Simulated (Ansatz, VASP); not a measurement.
# Two plane-wave programs on SbS3

```
Sb S
1.0
     4.46370    0.00000    0.00000
     0.00000    4.46370    0.00000
     0.00000    0.00000    4.46370
Sb S
1 3
Direct
  0.00000 0.00000 0.00000
  0.00000 0.50000 0.50000
  0.50000 0.00000 0.50000
  0.50000 0.50000 0.00000
```

Alike in both runs: task single point; functional PBE; k mesh 4 × 4 × 4; occupations gaussian, width 0.1 eV; no spin polarisation.

|  | VASP | Ansatz |
| --- | --- | --- |
| version | VASP 6.6.1 | Ansatz 0.2.0 |
| potentials or method | VASP PAW PBE potentials, release 64 (Sb, S), cutoff 520 eV | scalar-relativistic, plane waves, PAW |
| valence electrons in the cell | 23 | 33 |

VASP gave:

- gap on the k mesh at the Fermi level (eV): none
- pressure (GPa): -8.1

Question: Which values does Ansatz return?

Answer: gap on the k mesh at the Fermi level (eV): none; pressure (GPa): -7.9.

A gap of «none» marks a metal or a gap that the smearing closes. VASP's potentials hold 23 valence electrons a cell and Ansatz's 33, so a difference there can come from the potentials and not from the codes.

Spin-orbit coupling is off throughout.
